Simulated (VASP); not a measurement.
**Mn: single point with PBEsol**

Crystal: Mn.

```xyz
3
Lattice="4.4054 0.0000 0.0000 -2.2027 3.8152 0.0000 0.0000 0.0000 2.7007" Properties=species:S:1:pos:R:3 pbc="T T T"
Mn    0.0000    0.0000    0.0000
Mn    0.0000    2.5435    1.3504
Mn    2.2027    1.2717    1.3504
```

This isn't the form of Mn at room conditions, which is a 58-atom cubic cell.

- Program: VASP 6.6.1
- Task: single point
- Functional: PBEsol
- Potentials or basis: VASP PAW PBE potentials, release 64 (Mn_pv)
- Cutoff: 520 eV
- k mesh: 6 × 6 × 6
- Occupations: gaussian, width 0.1 eV
- Spin: collinear spin, ferromagnetic start
- Starting moments: [4.0, 4.0, 4.0] μB
- Dipole correction: no
- Further INCAR settings: ALGO = Normal; EDIFF = 1e-06; NBANDS = 30

| Property | Result |
| --- | --- |
| Pressure | -17.5 GPa |
| Net moment | 9.34 μB per cell |
| Site moments | Mn +3.44, +2.83 (each value once) μB |
| Valence electrons inside the program's atomic spheres | Mn 11.47, 11.57 (each value once) |

Stress tensor (GPa, compression positive):
```
-18.44   0.00   0.00
  0.00 -18.44   0.00
  0.00   0.00 -15.70
```

Levels at points of the mesh, in eV from the Fermi level:
Spin up:
| k point | band 21 | band 22 | band 23 | band 24 | band 25 | band 26 | band 27 | band 28 |
| --- | --- | --- | --- | --- | --- | --- | --- | --- |
| (0.00, 0.00, 0.00) | -1.13 | -1.02 | -1.02 | 0.00 | 0.00 | 5.41 | 5.41 | 5.43 |
| (0.50, 0.00, 0.00) | -0.62 | -0.35 | -0.29 | -0.20 | 0.08 | 0.13 | 0.20 | 5.56 |
| (0.00, 0.00, 0.50) | -0.55 | -0.08 | -0.08 | 0.55 | 0.91 | 1.79 | 7.94 | 8.43 |
| (0.50, 0.00, 0.50) | -0.36 | -0.26 | -0.25 | 0.37 | 1.59 | 1.80 | 4.38 | 4.83 |
Spin down:
```csv
k point,band 12,band 13,band 14,band 15,band 16,band 17,band 18,band 19
"(0.00, 0.00, 0.00)",-0.58,-0.58,-0.45,-0.45,0.08,0.93,1.31,1.31
"(0.50, 0.00, 0.00)",-2.15,-0.21,-0.11,-0.02,0.55,0.75,0.87,1.30
"(0.00, 0.00, 0.50)",-1.23,-1.23,-1.03,-1.03,0.99,0.99,1.18,1.18
"(0.50, 0.00, 0.50)",-1.06,-0.59,-0.50,-0.50,0.59,0.87,0.95,1.31
```

Wall time 110 s on 1 thread of Intel(R) Xeon(R) Platinum 8259CL CPU @ 2.50GHz (Skylake/Cascade Lake), with other jobs on the host, peak memory 0.21 GiB.

Caveat: the k points lie up to 0.39 Å⁻¹ apart; the PAW data sets were made with another functional, which shifts forces and pressure a little.
